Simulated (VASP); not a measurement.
The system is AlP.

```
Al P
1.0
     0.00000    2.72550    2.72550
     2.72550    0.00000    2.72550
     2.72550    2.72550    0.00000
Al P
1 1
Cartesian
  0.0000 0.0000 0.0000
  1.3627 1.3627 1.3627
```

Base run:

| Property | Result |
| --- | --- |
| Program | VASP 6.6.1 |
| Functional | PBEsol |
| Potentials or basis | VASP PAW PBE potentials, release 64 (Al, P) |
| Cutoff | 500 eV |
| k mesh | 5 × 5 × 5 |
| Occupations | methfessel-paxton, width 0.2 eV |
| Spin | no spin polarisation |

Its results: band gap on the k mesh 1.68 eV, indirect (least direct gap 3.24 eV); pressure 1.1 GPa.

**Question.** The run is repeated on the same cell with these changes: k mesh from 5 × 5 × 5 to 4 × 4 × 4. What comes out?

**Answer.** Band gap on the k mesh 1.40 eV, indirect (least direct gap 3.23 eV); pressure 1.4 GPa.

Caveats: some runs use coarse meshes; the PAW data sets were made with another functional, which shifts forces and pressure a little.

A k mesh can miss the band edges.
